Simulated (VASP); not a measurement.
# ZnO in VASP: single point with PBE+D3(BJ)

Aim: the single point of ZnO with PBE+D3(BJ).

All numbers are computed with VASP 6.6.1; they aren't measurements. Logs are shortened: lines on timing, memory, paths and dates and some standing lists are left out, and cuts for length are marked.

### 1 The cell of the first run

The cell holds a slab with vacuum, 24 atoms: a = 6.510 Å, b = 5.256 Å, c = 23.577 Å, α = 90.00°, β = 90.00°, γ = 90.00°.

### 2 Single point, PBE+D3(BJ)

INCAR

```
PREC     = Accurate       # precision mode
ENCUT    = 520            # plane-wave cutoff, eV
EDIFF    = 1E-6           # SCF threshold, eV
ISMEAR   = 0              # smearing method
SIGMA    = 0.05           # smearing width, eV
LREAL    = Auto         
LASPH    = True           # aspherical terms in the spheres
NELM     = 100            # most SCF steps
ALGO     = Normal         # electronic algorithm
ISIF     = 2              # what is computed and relaxed
LWAVE    = False          # write WAVECAR
LCHARG   = False          # write CHGCAR
LDIPOL   = True         
IDIPOL   = 3            
DIPOL    = 0.5 0.5 0.499
GGA      = PE             # functional
IVDW     = 12             # dispersion correction
NBANDS   = 126            # bands
```

KPOINTS

```
regular mesh
0
Gamma
  4 5 1
```

POSCAR

```
ZnO
1.0
    6.5097053315      0.0000000000      0.0000000000
    0.0000000000      5.2561269447      0.0000000000
    0.0000000000      0.0000000000     23.5771652196
Zn O
12 12
Direct
    0.5000000000      0.4999331028      0.3605183202
    0.0000000000      0.4999331028      0.3605183202
    0.7500000000      0.9999331028      0.4003702287
    0.2500000000      0.9999331028      0.4003702287
    0.7500000000      0.4999331028      0.4800740457
    0.2500000000      0.4999331028      0.4800740457
    0.0000000000      0.9957863012      0.5171151218
    0.5000000000      0.9957863012      0.5171151218
    0.0000000000      0.4977728045      0.6032071432
    0.5000000000      0.4977728045      0.6032071432
    0.2500000000      0.9608777022      0.6251786763
    0.7500000000      0.9608777022      0.6251786763
    0.5000000000      0.1210568972      0.3605183202
    0.0000000000      0.1210568972      0.3605183202
    0.7500000000      0.6210568972      0.4003702287
    0.2500000000      0.6210568972      0.4003702287
    0.7500000000      0.1210568972      0.4800740457
    0.2500000000      0.1210568972      0.4800740457
    0.0000000000      0.6185598735      0.5192232341
    0.5000000000      0.6185598735      0.5192232341
    0.0000000000      0.1197878324      0.5993594029
    0.5000000000      0.1197878324      0.5993594029
    0.2500000000      0.6125159668      0.6388396546
    0.7500000000      0.6125159668      0.6388396546
```

Potentials or basis: VASP PAW PBE potentials, release 64 (Zn, O).

The run is started by

```console
$ cat potpaw_PBE.64/Zn/POTCAR potpaw_PBE.64/O/POTCAR > POTCAR
$ mpirun -np 1 vasp_std > vasp.out
```

OUTCAR:

```text
PREC = Accurate
   ENCUT = 520
   EDIFF = 1E-6
   ISMEAR = 0
   LREAL = Auto
   LASPH = True
   NELM = 100
   ISIF = 2
   GGA = PE
   IVDW = 12
 IVDW          = 12

 ion  position               nearest neighbor table
   1  0.500  0.500  0.361-  15 1.98  16 1.98  13 1.99
   2  0.000  0.500  0.361-  15 1.98  16 1.98  14 1.99
   3  0.750  1.000  0.400-  17 1.98  14 1.98  13 1.98  15 1.99
   4  0.250  1.000  0.400-  18 1.98  14 1.98  13 1.98  16 1.99
   5  0.750  0.500  0.480-  19 1.97  20 1.97  15 1.98  17 1.99
   6  0.250  0.500  0.480-  19 1.97  20 1.97  16 1.98  18 1.99
   7  0.000  0.996  0.517-  17 1.96  18 1.96  19 1.98  21 2.05  11 3.03  12 3.03
   8  0.500  0.996  0.517-  17 1.96  18 1.96  20 1.98  22 2.05  11 3.03  12 3.03
   9  0.000  0.498  0.603-  23 1.93  24 1.93  21 1.99  19 2.08  11 2.97  12 2.97
  10  0.500  0.498  0.603-  23 1.93  24 1.93  22 1.99  20 2.08  11 2.97  12 2.97
  11  0.250  0.961  0.625-  23 1.86  22 1.93  21 1.93  10 2.97   9 2.97   8 3.03   7 3.03
  12  0.750  0.961  0.625-  24 1.86  22 1.93  21 1.93  10 2.97   9 2.97   8 3.03   7 3.03
  13  0.500  0.121  0.361-   3 1.98   4 1.98   1 1.99
  14  0.000  0.121  0.361-   3 1.98   4 1.98   2 1.99
  15  0.750  0.621  0.400-   5 1.98   2 1.98   1 1.98   3 1.99
  16  0.250  0.621  0.400-   6 1.98   2 1.98   1 1.98   4 1.99
  17  0.750  0.121  0.480-   7 1.96   8 1.96   3 1.98   5 1.99
  18  0.250  0.121  0.480-   7 1.96   8 1.96   4 1.98   6 1.99
  19  0.000  0.619  0.519-   5 1.97   6 1.97   7 1.98   9 2.08
  20  0.500  0.619  0.519-   5 1.97   6 1.97   8 1.98  10 2.08
  21  0.000  0.120  0.599-  11 1.93  12 1.93   9 1.99   7 2.05
  22  0.500  0.120  0.599-  11 1.93  12 1.93  10 1.99   8 2.05
  23  0.250  0.613  0.639-  11 1.86  10 1.93   9 1.93
  24  0.750  0.613  0.639-  12 1.86  10 1.93   9 1.93
[... 6 lines left out ...]
  Lattice vectors:

 A1 = (   0.0000000000,  -5.2561269447,   0.0000000000)
 A2 = (   6.5097053315,   0.0000000000,   0.0000000000)
 A3 = (   0.0000000000,   0.0000000000,  23.5771652196)

Analysis of symmetry for initial positions (statically):
=====================================================================
 Subroutine PRICEL returns following result:

  LATTYP: Found a simple orthorhombic cell.
 ALAT       =     3.2548526658
 B/A-ratio  =     1.6148586386
 C/A-ratio  =     7.2436966096

  Lattice vectors:

 A1 = (   3.2548526658,   0.0000000000,   0.0000000000)
 A2 = (   0.0000000000,   5.2561269447,   0.0000000000)
 A3 = (   0.0000000000,   0.0000000000,  23.5771652196)

   2 primitive cells build up your supercell.

 Routine SETGRP: Setting up the symmetry group for a
 simple orthorhombic supercell.

 Subroutine GETGRP returns: Found  2 space group operations
 (whereof  2 operations were pure point group operations)
 out of a pool of  8 trial point group operations.

The static configuration has the point symmetry C_1h.

Analysis of symmetry for dynamics (positions and initial velocities):
=====================================================================
 Subroutine PRICEL returns following result:

  LATTYP: Found a simple orthorhombic cell.
 ALAT       =     3.2548526658
 B/A-ratio  =     1.6148586386
 C/A-ratio  =     7.2436966096

  Lattice vectors:

 A1 = (   3.2548526658,   0.0000000000,   0.0000000000)
 A2 = (   0.0000000000,   5.2561269447,   0.0000000000)
 A3 = (   0.0000000000,   0.0000000000,  23.5771652196)

   2 primitive cells build up your supercell.

 Routine SETGRP: Setting up the symmetry group for a
 simple orthorhombic supercell.

 Subroutine GETGRP returns: Found  2 space group operations
 (whereof  2 operations were pure point group operations)
 out of a pool of  8 trial point group operations.

The dynamic configuration has the point symmetry C_1h.

 Subroutine INISYM returns: Found  2 space group operations
 (whereof  2 operations are pure point group operations),
 and found     2 'primitive' translations

----------------------------------------------------------------------------------------

                                     Primitive cell

  volume of cell :     403.3562

  direct lattice vectors                    reciprocal lattice vectors
     3.254852666  0.000000000  0.000000000     0.307233569  0.000000000  0.000000000
     0.000000000  5.256126945  0.000000000     0.000000000  0.190254157  0.000000000
     0.000000000  0.000000000 23.577165220     0.000000000  0.000000000  0.042413920

  length of vectors
     3.254852666  5.256126945 23.577165220     0.307233569  0.190254157  0.042413920

  position of ions in fractional coordinates (direct lattice)
     0.000000000  0.499933103  0.360518320
     0.500000000  0.999933103  0.400370229
     0.500000000  0.499933103  0.480074046
     0.000000000  0.995786301  0.517115122
     0.000000000  0.497772805  0.603207143
     0.500000000  0.960877702  0.625178676
     0.000000000  0.121056897  0.360518320
     0.500000000  0.621056897  0.400370229
     0.500000000  0.121056897  0.480074046
     0.000000000  0.618559873  0.519223234
     0.000000000  0.119787832  0.599359403
     0.500000000  0.612515967  0.638839655

  ion indices of the primitive-cell ions
   primitive index   ion index
                 1           1
                 2           3
                 3           5
                 4           8
                 5          10
                 6          11
                 7          13
                 8          15
                 9          17
                10          20
                11          22
                12          23

----------------------------------------------------------------------------------------

 KPOINTS: regular mesh

Automatic generation of k-mesh.
 Grid dimensions read from file:
 generate k-points for:    4    5    1

 Generating k-lattice:

  Cartesian coordinates                     Fractional coordinates (reciprocal lattice)
     0.038404196  0.000000000  0.000000000     0.250000000  0.000000000  0.000000000
     0.000000000  0.038050831  0.000000000     0.000000000  0.200000000  0.000000000
     0.000000000  0.000000000  0.042413920     0.000000000  0.000000000  1.000000000

  Length of vectors
     0.038404196  0.038050831  0.042413920

  Shift w.r.t. Gamma in fractional coordinates (k-lattice)
     0.000000000  0.000000000  0.000000000

 Subroutine IBZKPT returns following result:
 ===========================================

 Found      9 irreducible k-points:

 Following reciprocal coordinates:
            Coordinates               Weight
  0.000000  0.000000  0.000000      1.000000
  0.250000  0.000000  0.000000      2.000000
  0.500000  0.000000  0.000000      1.000000
  0.000000  0.200000  0.000000      2.000000
  0.250000  0.200000  0.000000      4.000000
  0.500000  0.200000  0.000000      2.000000
  0.000000  0.400000  0.000000      2.000000
  0.250000  0.400000  0.000000      4.000000
  0.500000  0.400000  0.000000      2.000000
   k-points           NKPTS =      9   k-points in BZ     NKDIM =      9   number of bands    NBANDS=    126
   number of dos      NEDOS =    301   number of ions     NIONS =     24
   total plane-waves  NPLWV = 345600
   dimension x,y,z NGX =    48 NGY =   40 NGZ =  180
   dimension x,y,z NGXF=    96 NGYF=   80 NGZF=  360
   ions per type =              12  12
   NGX,Y,Z   is equivalent  to a cutoff of  12.26, 12.65, 12.69 a.u.
   NGXF,Y,Z  is equivalent  to a cutoff of  24.52, 25.30, 25.38 a.u.
 SYSTEM =  unknown system
   PREC   = accura    normal or accurate (medium, high low for compatibility)
   ISTART =      0    job   : 0-new  1-cont  2-samecut
   ICHARG =      2    charge: 1-file 2-atom 10-const
   ISPIN  =      1    spin polarized calculation?
   LNONCOLLINEAR =      F non collinear calculations
   LSORBIT =      F    spin-orbit coupling
   LASPH  =      T    aspherical Exc in radial PAW
   ENCUT  =  520.0 eV  38.22 Ry    6.18 a.u.  12.10  9.77 43.84*2*pi/ulx,y,z
   NELM   =    100;   NELMIN=  2; NELMDL= -5     # of ELM steps
   EDIFF  = 0.1E-05   stopping-criterion for ELM
   LREAL  =      T    real-space projection
   EDIFFG = 0.1E-04   stopping-criterion for IOM
   NSW    =      0    number of steps for IOM
   IBRION =     -1    ionic relax: 0-MD 1-quasi-New 2-CG
   NFREE  =      0    steps in history (QN), initial steepest desc. (CG)
   ISIF   =      2    stress and relaxation
   ISYM   =      2    0-nonsym 1-usesym 2-fastsym
   POTIM  = 0.5000    time-step for ionic-motion
   TEBEG  =    0.0;   TEEND  =   0.0 temperature during run
   PSTRESS=    0.0 pullay stress
   NELECT =     216.0000    total number of electrons
   NUPDOWN=      -1.0000    fix difference up-down
   EMIN   =  10.00;   EMAX   =-10.00  energy-range for DOS
   EFERMI =   0.00;   METHOD = LEGACY
   ISMEAR =     0;   SIGMA  =   0.05  broadening in eV -4-tet -1-fermi 0-gaus
   EFERMI_NEDOS =   21; number of points for ismear=-14 and -15
   IALGO  =     38    algorithm
   IMIX   =      4    mixing-type and parameters
     AMIX     =   0.40;   BMIX     =  1.00
     AMIX_MAG =   1.60;   BMIX_MAG =  1.00
  volume/ion in A,a.u.               =      33.61       226.83
  Fermi-wavevector in a.u.,A,eV,Ry     =   1.055164  1.993970 15.148323  1.113370
  Thomas-Fermi vector in A             =   2.190351
   LORBIT       =      0    0 simple, 1 ext, 2 COOP (PROOUT), +10 PAW based schemes
   GGA     = PE    functional components
   LHFCALC =     F    Hartree Fock is set to
   AEXX    =    0.0000 exact exchange contribution
   IVDW    =    12    specifies the selected vdW correction
   LEPSILON=     F    determine dielectric tensor
   LRPA    =     F    only Hartree local field effects (RPA)
 non-spin polarized calculation
 Gauss-broadening in eV      SIGMA  =   0.05
  energy-cutoff  :      520.00
  volume of cell :      806.71
 maximum number of plane-waves:     21790
   NGX = 25   NGY = 19   NGZ = 87

 dipolmoment           0.000000      0.000000     -0.000001 electrons x Angstroem

 number of electron     216.0000041 magnetization

 dipolmoment           0.000000      0.000000      0.115776 electrons x Angstroem

 Free energy of the ion-electron system (eV)
  ---------------------------------------------------
  ext. energy  EPLUGINS =         0.00000000
  ---------------------------------------------------
  free energy    TOTEN  =      -102.70000584 eV

  energy without entropy =     -102.70000584  energy(sigma->0) =     -102.70000584

 E-fermi :  -2.7212     XC(G=0):  -4.4417

 val. band max:       -2.9915605842   @ k =   0.0000   0.0000   0.0000
 cond. band min:      -2.3019905097   @ k =   0.0000   0.0000   0.0000
 fundamental gap:      0.6895700745
 Fermi energy:        -2.7211701783

 k-point     1 :       0.0000    0.0000    0.0000
  band No.  band energies     occupation
      1     -21.2969      2.00000
      2     -21.1361      2.00000
      3     -20.9102      2.00000
      4     -20.8788      2.00000
      5     -20.7948      2.00000
      6     -20.5436      2.00000
[... 1096 lines left out ...]
    119       2.9951      0.00000
    120       2.9951      0.00000
 [bands above 120 left out]

------------------------ aborting loop because EDIFF is reached ----------------------------------------

 vacuum level on the upper side and lower side of the slab       (xc-potential included)         0.144        -0.447

 Edisp (eV)   -4.06985

 E8    (eV) :    -1.5920

  FORCE on cell =-STRESS in cart. coord.  units (eV):
  Direction    XX          YY          ZZ          XY          YZ          ZX
  --------------------------------------------------------------------------------------
  -------------------------------------------------------------------------------------
  Total       3.83760    -0.29270     0.75912     0.00000     0.73578     0.00000
  in kB       7.62170    -0.58131     1.50765     0.00000     1.46130     0.00000
  external pressure =        2.85 kB  Pullay stress =        0.00 kB

 VOLUME and BASIS-vectors are now :
 -----------------------------------------------------------------------------
  energy-cutoff  :      520.00
  volume of cell :      806.71
      direct lattice vectors                 reciprocal lattice vectors
     6.509705332  0.000000000  0.000000000     0.153616784  0.000000000  0.000000000
     0.000000000  5.256126945  0.000000000     0.000000000  0.190254157  0.000000000
     0.000000000  0.000000000 23.577165220     0.000000000  0.000000000  0.042413920

 POSITION                                       TOTAL-FORCE (eV/Angst)
 -----------------------------------------------------------------------------------
      3.25485      2.62771      8.50000         0.000000     -1.321223      1.076870
      0.00000      2.62771      8.50000         0.000000     -1.321223      1.076870
      4.88228      5.25578      9.43960         0.000000      0.663075     -0.860217
      1.62743      5.25578      9.43960        -0.000000      0.663075     -0.860217
      4.88228      2.62771     11.31879         0.000000     -0.165553      0.304925
      1.62743      2.62771     11.31879         0.000000     -0.165553      0.304925
[... 16 lines left out ...]
      1.62743      3.21946     15.06203        -0.000000     -0.064990      0.069143
      4.88228      3.21946     15.06203         0.000000     -0.064990      0.069143
 -----------------------------------------------------------------------------------
    total drift:                                0.000000      0.014822     -0.011873

  FREE ENERGIE OF THE ION-ELECTRON SYSTEM (eV)
  ---------------------------------------------------
  free  energy   TOTEN  =      -106.7698581750 eV

  energy  without entropy=     -106.7698581750  energy(sigma->0) =     -106.76985818

 vacuum level on the upper side and lower side of the slab         2.588         1.985
```

Run time: 66 min. Hardware: 1 thread of Oxide Virtual Turin-like, shared host; peak memory 1 GiB.

What came out:

* Free energy: -106.7699 eV
* Largest force: 1.704 eV/Å
* Band gap on the k mesh: 0.69 eV
* Dispersion energy per atom: -0.170 eV

Forces in eV/Å, atoms in the order of the input:
```
Zn   0.000 -1.321  1.077
Zn   0.000 -1.321  1.077
Zn   0.000  0.663 -0.860
Zn   0.000  0.663 -0.860
Zn   0.000 -0.166  0.305
Zn   0.000 -0.166  0.305
Zn   0.000  0.007  0.025
Zn   0.000  0.007  0.025
Zn   0.000 -0.013 -0.009
Zn   0.000 -0.013 -0.009
Zn   0.000  0.037  0.044
Zn   0.000  0.037  0.044
O    0.000  0.680  0.084
O    0.000  0.680  0.084
O    0.000  0.084 -0.974
O    0.000  0.084 -0.974
O    0.000  0.057  0.240
O    0.000  0.057  0.240
O    0.000 -0.008  0.028
O    0.000 -0.008  0.028
O    0.000  0.044 -0.030
O    0.000  0.044 -0.030
O    0.000 -0.065  0.069
O    0.000 -0.065  0.069
```

Caveat: semilocal functionals underestimate gaps, and a narrow one can read as zero.
